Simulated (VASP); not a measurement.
Input of a VASP 6.6.1 run:

Contents of INCAR:

```
PREC = Accurate ; ENCUT = 520
EDIFF = 1E-7 ; ISMEAR = -1
SIGMA = 0.05 ; LREAL = False
LASPH = True ; NELM = 150
ALGO = Normal ; ISIF = 2
LWAVE = False ; LCHARG = True
ISPIN = 2 ; MAGMOM = 7 0
LORBIT = 11 ; LMAXMIX = 6
GGA = PS ; LELF = True
LVHAR = True ; NBANDS = 23
```

File KPOINTS:

```
Automatic mesh
0
Gamma
  9 9 9
```

POSCAR

```
GdO
1.0
    0.0000000000      2.7000000000      2.7000000000
    2.7000000000      0.0000000000      2.7000000000
    2.7000000000      2.7000000000      0.0000000000
Gd O
1 1
Direct
    0.0000000000      0.0000000000      0.0000000000
    0.7500000000      0.7500000000      0.7500000000
```

Potentials or basis: VASP PAW PBE potentials, release 64 (Gd, O).

Run with:

```bash
$ cat potpaw_PBE.64/Gd/POTCAR potpaw_PBE.64/O/POTCAR > POTCAR
$ mpirun -np 1 vasp_std > vasp.out
```

Question: Estimate the net moment.

Answer: 7.52 μB per cell.

Question: What does it give for the site moments?

Answer: Gd +6.87; O -0.03 μB.

Caveat: a cell with one magnetic atom can't hold antiferromagnetic order, which such compounds often take. The state reached can hang on the start; a lower one may exist.
